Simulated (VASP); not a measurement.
# SiC (R3m) in VASP: G0W0 quasiparticle levels with PBE

Aim: the G0W0 quasiparticle levels of SiC with PBE.

Program: VASP 6.6.1. These are calculated values, not measurements. Logs are shortened: lines on timing, memory, paths and dates and some standing lists are left out, and cuts for length are marked.

## Step 1: The cell of the first run

It takes space group R3m (No. 160, trigonal). Conventional cell: a = 2.988 Å, b = 2.988 Å, c = 7.590 Å, α = 90.00°, β = 90.00°, γ = 120.00°. Si (site symmetry 3m) has 4 C at 1.84 to 1.88 Å within 2.4 Å. C (site symmetry 3m) has 4 Si at 1.84 to 1.88 Å within 2.4 Å.

## Step 2: G0W0 quasiparticle levels, PBE

POSCAR

```
SiC
1.0
    0.0523067572      2.1650175377      2.1650175377
    2.1650175377      0.0523067572      2.1650175377
    2.1650175377      2.1650175377      0.0523067572
Si C
1 1
Direct
    0.0012468765      0.0012468765      0.0012468765
    0.2487531235      0.2487531235      0.2487531235
```

INCAR.step1

```
SYSTEM = SiC
PREC = Accurate
ENCUT = 500
EDIFF = 1E-8
ISMEAR = 0
SIGMA = 0.01
LREAL = .FALSE.
LASPH = .TRUE.
NELM = 80
ALGO = Normal
LWAVE = .TRUE.
LCHARG = .FALSE.
GGA = PE
```

INCAR.step2

```
SYSTEM = SiC
PREC = Accurate
ENCUT = 500
EDIFF = 1E-8
ISMEAR = 0
SIGMA = 0.01
LREAL = .FALSE.
LASPH = .TRUE.
NELM = 1
ALGO = Exact
LWAVE = .TRUE.
LCHARG = .FALSE.
GGA = PE
NBANDS = 85
LOPTICS = .TRUE.
ISTART = 1
```

INCAR.step3

```
SYSTEM = SiC
PREC = Accurate
ENCUT = 500
EDIFF = 1E-8
ISMEAR = 0
SIGMA = 0.01
LREAL = .FALSE.
LASPH = .TRUE.
ALGO = EVGW0
LWAVE = .FALSE.
LCHARG = .FALSE.
GGA = PE
NELMGW = 1
NBANDS = 85
ENCUTGW = 150.0
NOMEGA = 48
PRECFOCK = Fast
ISTART = 1
NBANDSGW = 12
```

KPOINTS

```
Automatic mesh
0
G
  6 6 6
  0 0 0
```

Potentials or basis: VASP PAW PBE potentials, release 64 (Si_GW, C_GW).

Run with:

```sh
cat potpaw_PBE.64/Si_GW/POTCAR potpaw_PBE.64/C_GW/POTCAR > POTCAR
cp INCAR.step1 INCAR
mpirun -np 1 vasp_std > vasp.out
cp INCAR.step2 INCAR
mpirun -np 1 vasp_std > vasp.out
cp INCAR.step3 INCAR
mpirun -np 1 vasp_std > vasp.out
```

OUTCAR:

```text
SYSTEM = SiC
   PREC = Accurate
   ENCUT = 500
   EDIFF = 1E-8
   ISMEAR = 0
   LREAL = .FALSE.
   LASPH = .TRUE.
   GGA = PE
   NELMGW = 1
   ENCUTGW = 150.0
   PRECFOCK = Fast
   ISTART = 1

 ion  position               nearest neighbor table
   1  0.001  0.001  0.001-   2 1.84   2 1.84   2 1.84   2 1.88
   2  0.249  0.249  0.249-   1 1.84   1 1.84   1 1.84   1 1.88

  LATTYP: Found a trigonal (rhomboedric) cell.
 ALAT       =     3.0622439279
 COS(alpha) =     0.5240070367

  Lattice vectors:

 A1 = (   0.0523067572,   2.1650175377,   2.1650175377)
 A2 = (   2.1650175377,   0.0523067572,   2.1650175377)
 A3 = (   2.1650175377,   2.1650175377,   0.0523067572)

Analysis of symmetry for initial positions (statically):
=====================================================================
 Subroutine PRICEL returns:
 Original cell was already a primitive cell.

 Routine SETGRP: Setting up the symmetry group for a
 trigonal (rhombohedral) supercell.

 Subroutine GETGRP returns: Found  6 space group operations
 (whereof  6 operations were pure point group operations)
 out of a pool of 12 trial point group operations.

The static configuration has the point symmetry C_3v.

Analysis of symmetry for dynamics (positions and initial velocities):
=====================================================================
 Subroutine PRICEL returns:
 Original cell was already a primitive cell.

 Routine SETGRP: Setting up the symmetry group for a
 trigonal (rhombohedral) supercell.

 Subroutine GETGRP returns: Found  6 space group operations
 (whereof  6 operations were pure point group operations)
 out of a pool of 12 trial point group operations.

The dynamic configuration has the point symmetry C_3v.

 Subroutine INISYM returns: Found  6 space group operations
 (whereof  6 operations are pure point group operations),
 and found     1 'primitive' translations

----------------------------------------------------------------------------------------

                                     Primitive cell

  volume of cell :      19.5608

  direct lattice vectors                    reciprocal lattice vectors
     0.052306757  2.165017538  2.165017538    -0.239487537  0.233838017  0.233838017
     2.165017538  0.052306757  2.165017538     0.233838017 -0.239487537  0.233838017
     2.165017538  2.165017538  0.052306757     0.233838017  0.233838017 -0.239487537

  length of vectors
     3.062243928  3.062243928  3.062243928     0.408307135  0.408307135  0.408307135

  position of ions in fractional coordinates (direct lattice)
     0.001246876  0.001246876  0.001246876
     0.248753124  0.248753124  0.248753124

  ion indices of the primitive-cell ions
   primitive index   ion index
                 1           1
                 2           2

----------------------------------------------------------------------------------------

 KPOINTS: Automatic mesh

Automatic generation of k-mesh.
 Grid dimensions read from file:
 generate k-points for:    6    6    6

 Generating k-lattice:

  Cartesian coordinates                     Fractional coordinates (reciprocal lattice)
    -0.039914589  0.038973003  0.038973003     0.166666667  0.000000000 -0.000000000
     0.038973003 -0.039914589  0.038973003     0.000000000  0.166666667 -0.000000000
     0.038973003  0.038973003 -0.039914589     0.000000000  0.000000000  0.166666667

  Length of vectors
     0.068051189  0.068051189  0.068051189

  Shift w.r.t. Gamma in fractional coordinates (k-lattice)
     0.000000000  0.000000000  0.000000000

 Subroutine IBZKPT returns following result:
 ===========================================

 Found     32 irreducible k-points:

 Following reciprocal coordinates:
            Coordinates               Weight
  0.000000  0.000000  0.000000      1.000000
  0.166667 -0.000000 -0.000000      6.000000
  0.333333  0.000000 -0.000000      6.000000
  0.500000  0.000000  0.000000      3.000000
  0.166667  0.166667 -0.000000      6.000000
  0.333333  0.166667  0.000000     12.000000
[... 16 lines left out ...]
  0.500000  0.500000  0.166667      6.000000
 -0.333333  0.500000  0.166667     12.000000
 [... further k-points ...]
   k-points           NKPTS =     32   k-points in BZ     NKDIM =    216   number of bands    NBANDS=     85
   number of dos      NEDOS =    301   number of ions     NIONS =      2
   total plane-waves  NPLWV =  13824
   dimension x,y,z NGX =    24 NGY =   24 NGZ =   24
   dimension x,y,z NGXF=    48 NGYF=   48 NGZF=   48
   ions per type =               1   1
   NGX,Y,Z   is equivalent  to a cutoff of  13.03, 13.03, 13.03 a.u.
   NGXF,Y,Z  is equivalent  to a cutoff of  26.06, 26.06, 26.06 a.u.
 SYSTEM =  SiC
   PREC   = accura    normal or accurate (medium, high low for compatibility)
   ISTART =      1    job   : 0-new  1-cont  2-samecut
   ICHARG =      0    charge: 1-file 2-atom 10-const
   ISPIN  =      1    spin polarized calculation?
   LNONCOLLINEAR =      F non collinear calculations
   LSORBIT =      F    spin-orbit coupling
   LASPH  =      T    aspherical Exc in radial PAW
   ENCUT  =  500.0 eV  36.75 Ry    6.06 a.u.   5.58  5.58  5.58*2*pi/ulx,y,z
   NELM   =     60;   NELMIN=  2; NELMDL=  0     # of ELM steps
   EDIFF  = 0.1E-07   stopping-criterion for ELM
   LREAL  =      F    real-space projection
   EDIFFG = 0.1E-06   stopping-criterion for IOM
   NSW    =      0    number of steps for IOM
   IBRION =     -1    ionic relax: 0-MD 1-quasi-New 2-CG
   NFREE  =      0    steps in history (QN), initial steepest desc. (CG)
   ISIF   =      0    stress and relaxation
   ISYM   =      3    0-nonsym 1-usesym 2-fastsym
   POTIM  = 0.5000    time-step for ionic-motion
   TEBEG  =    0.0;   TEEND  =   0.0 temperature during run
   PSTRESS=    0.0 pullay stress
   NELECT =       8.0000    total number of electrons
   NUPDOWN=      -1.0000    fix difference up-down
   EMIN   =  10.00;   EMAX   =-10.00  energy-range for DOS
   EFERMI =   0.00;   METHOD = LEGACY
   ISMEAR =     0;   SIGMA  =   0.01  broadening in eV -4-tet -1-fermi 0-gaus
   EFERMI_NEDOS =   21; number of points for ismear=-14 and -15
   IALGO  =     38    algorithm
   IMIX   =      4    mixing-type and parameters
     AMIX     =   0.40;   BMIX     =  1.00
     AMIX_MAG =   1.60;   BMIX_MAG =  1.00
  volume/ion in A,a.u.               =       9.78        66.00
  Fermi-wavevector in a.u.,A,eV,Ry     =   1.215186  2.296368 20.091406  1.476677
  Thomas-Fermi vector in A             =   2.350581
   LORBIT       =      0    0 simple, 1 ext, 2 COOP (PROOUT), +10 PAW based schemes
   GGA     = PE    functional components
   LHFCALC =     T    Hartree Fock is set to
   PRECFOCK=fast      Normal, Fast or Accurate (Low or Medium for compatibility)
   ENCUT4O =  -1.0   cutoff for four orbital integrals eV
   NKREDX  =     1    reduce k-point grid by
   NKREDY  =     1    reduce k-point grid by
   NKREDZ  =     1    reduce k-point grid by
   AEXX    =    1.0000 exact exchange contribution
   HFSCREEN=    0.0000 screening length (either q_TF or 0.3 A-1)
   HFSCREENC=   0.0000 screening length for correlation (either q_TF or 0.3 A-1)
   ENCUTFOCK=  -1.0 apply spherical cutoff to Coloumb kernel
   IVDW    =     0    specifies the selected vdW correction
   LEPSILON=     F    determine dielectric tensor
   LRPA    =     F    only Hartree local field effects (RPA)
   LRPAFORCE           =     F    calculate RPA forces
   ENCUTGW             = 150.0    cutoff for response function in eV
   ENCUTGWSOFT         = 120.0    soft cutoff for Coulomb kernel in GW response function in eV
   ENCUTLF             =  -1.0    cutoff for local field effects
   NELMGW              =     1    number of iterations in solving QP/BSE equation
   NELMHF              =     1    number of iterations in the inner HF iteration
   NKREDLFX            =     1    NKREDLFY  =   1   NKREDLFZ  =   1
 non-spin polarized calculation
 Gauss-broadening in eV      SIGMA  =   0.01
  energy-cutoff  :      500.00
  volume of cell :       19.56
 maximum number of plane-waves:       531
 NGX is ok and might be reduce to    24
  NGX = 14; NGY = 14; NGZ = 14
   NGX = 11   NGY = 11   NGZ = 11
 maximum number of plane-waves:        88
 NGX is ok and might be reduce to    14

 QP shifts <psi_nk| G(iteration)W_0 |psi_nk>: iteration 1
 for sc-GW calculations column KS-energies equals QP-energies in previous step
 and V_xc(KS)=  KS-energies - (<T + V_ion + V_H > + <T+V_H+V_ion>^1  + <V_x>^1)

 k-point   1 :       0.0000    0.0000    0.0000
  band No.  KS-energies  QP-energies   sigma(KS)   V_xc(KS)     V^pw_x(r,r')   Z            occupation Imag(sigma)

      1      -7.4603      -8.6105     -14.4604     -12.8804     -21.9834       0.7280       2.0000       1.4525
      2       8.1276       7.5008     -15.6387     -14.8444     -17.5375       0.7892       2.0000       0.1107
      3       8.5431       7.9353     -15.8112     -15.0407     -17.7643       0.7889       2.0000       0.1146
      4       8.5431       7.9353     -15.8112     -15.0407     -17.7643       0.7889       2.0000       0.1146
      5      14.7214      15.2631     -11.8812     -12.5674      -6.8511       0.7893       0.0000      -0.0816
      6      16.1380      16.7145     -11.6365     -12.3662      -6.4123       0.7901       0.0000      -0.0902
      7      16.3837      16.9921     -10.9715     -11.7379      -5.7860       0.7938       0.0000      -0.0898
      8      16.3837      16.9921     -10.9715     -11.7379      -5.7860       0.7938       0.0000      -0.0898
      9      23.2320      23.9256     -10.7492     -11.6305      -4.6218       0.7870       0.0000      -0.2697
     10      23.2320      23.9256     -10.7492     -11.6305      -4.6218       0.7870       0.0000      -0.2697
     11      25.6969      25.9973      -9.6496     -10.0351      -2.9566       0.7793       0.0000      -0.4820
     12      26.0765      26.4167     -10.0347     -10.4709      -3.0671       0.7799       0.0000      -0.6227

 k-point   2 :       0.1667   -0.0000   -0.0000
  band No.  KS-energies  QP-energies   sigma(KS)   V_xc(KS)     V^pw_x(r,r')   Z            occupation Imag(sigma)

      1      -6.8857      -8.0161     -14.5082     -12.9550     -21.8690       0.7277       2.0000       1.3527
      2       6.1089       5.3205     -15.1385     -14.1206     -17.6668       0.7746       2.0000       0.1251
      3       7.8511       7.1994     -15.5339     -14.7071     -17.5030       0.7882       2.0000       0.1109
      4       8.1726       7.5336     -15.6792     -14.8681     -17.7038       0.7878       2.0000       0.1142
      5      14.8964      15.4341     -11.6313     -12.3100      -6.6081       0.7922       0.0000      -0.0807
      6      16.3415      16.9539     -11.0941     -11.8662      -5.8820       0.7931       0.0000      -0.0901
      7      16.8662      17.4936     -11.0384     -11.8339      -5.6746       0.7887       0.0000      -0.1032
      8      17.5922      18.2855     -12.2957     -13.1873      -6.6814       0.7776       0.0000      -0.1261
      9      21.3765      21.9343     -10.3619     -11.0670      -4.4480       0.7911       0.0000      -0.2336
     10      21.7916      22.3653     -10.4202     -11.1452      -4.4800       0.7914       0.0000      -0.2433
     11      24.4945      24.7178      -9.6032      -9.8866      -2.9567       0.7881       0.0000      -0.5063
     12      28.5374      29.0060     -10.2827     -10.8858      -3.1516       0.7770       0.0000      -0.7047
[... 324 lines left out ...]
      1      -3.0056      -4.0207     -15.3095     -13.9227     -21.6380       0.7320       2.0000       0.7972
      2       1.4477       0.4934     -14.5259     -13.2398     -18.6384       0.7421       2.0000       0.2888
      3       3.7395       2.8310     -14.1230     -12.9324     -17.1342       0.7630       2.0000       0.1542
      4       5.7682       4.9374     -14.9808     -13.9062     -17.6138       0.7732       2.0000       0.1232
      5      11.3267      11.6347     -10.7456     -11.1256      -6.5135       0.8104       0.0000      -0.0594
      6      14.7608      15.2763     -10.9481     -11.5871      -6.1625       0.8067       0.0000      -0.0682
      7      21.3517      22.0715     -11.6341     -12.5782      -4.9568       0.7624       0.0000      -0.2960
      8      21.6187      22.3598     -12.0639     -13.0404      -5.3444       0.7589       0.0000      -0.2877
      9      22.9797      23.8041     -12.5740     -13.6758      -5.3704       0.7482       0.0000      -0.3954
     10      26.8055      27.4186     -10.7856     -11.5785      -3.5772       0.7732       0.0000      -0.6212
     11      30.6457      31.4623     -11.9807     -13.0569      -4.2318       0.7587       0.0000      -0.9375
     12      31.4648      32.3030     -11.6759     -12.7596      -4.3420       0.7734       0.0000      -0.9280

 k-point  24 :      -0.3333    0.5000    0.1667
  band No.  KS-energies  QP-energies   sigma(KS)   V_xc(KS)     V^pw_x(r,r')   Z            occupation Imag(sigma)

      1      -1.9827      -2.9609     -15.9455     -14.5972     -22.1532       0.7255       2.0000       0.6836
      2       0.9883       0.0191     -14.1550     -12.8512     -18.3157       0.7434       2.0000       0.3183
      3       3.6162       2.6966     -14.1011     -12.8951     -17.1248       0.7625       2.0000       0.1550
      4       3.9001       2.9985     -13.9848     -12.8065     -16.8931       0.7652       2.0000       0.1460
      5      12.4103      12.8043     -11.4329     -11.9243      -7.0871       0.8018       0.0000      -0.0574
      6      15.8517      16.4173     -11.1080     -11.8136      -6.1309       0.8015       0.0000      -0.0756
      7      19.6216      20.2457     -11.3381     -12.1498      -5.0049       0.7689       0.0000      -0.2286
      8      21.2921      22.0911     -12.1384     -13.1777      -5.7744       0.7688       0.0000      -0.2367
      9      23.2101      23.9531     -11.9601     -12.9562      -4.5482       0.7460       0.0000      -0.4412
     10      26.7272      27.3638     -11.2779     -12.1102      -3.8898       0.7648       0.0000      -0.6253
     11      30.3949      31.3477     -12.1331     -13.3833      -4.5727       0.7621       0.0000      -0.8372
     12      33.6603      34.3426     -11.8549     -12.7367      -4.0156       0.7738       0.0000      -1.2587

 [... further k-points ...]
```

Run time: 10 min. Hardware: 1 thread of Intel Xeon 8259CL, shared host; peak memory 0.42 GiB.

What came out:

- Quasiparticle gap: 1.95 eV
- Least direct quasiparticle gap: 5.41 eV
- Band gap of the starting levels on the mesh: 1.12 eV
- Least direct gap of the starting levels on the mesh: 4.33 eV

Caveat: the k points lie up to 0.43 Å⁻¹ apart; bands, screening cutoff and mesh are small and nothing is extrapolated, so the quasiparticle values aren't converged.
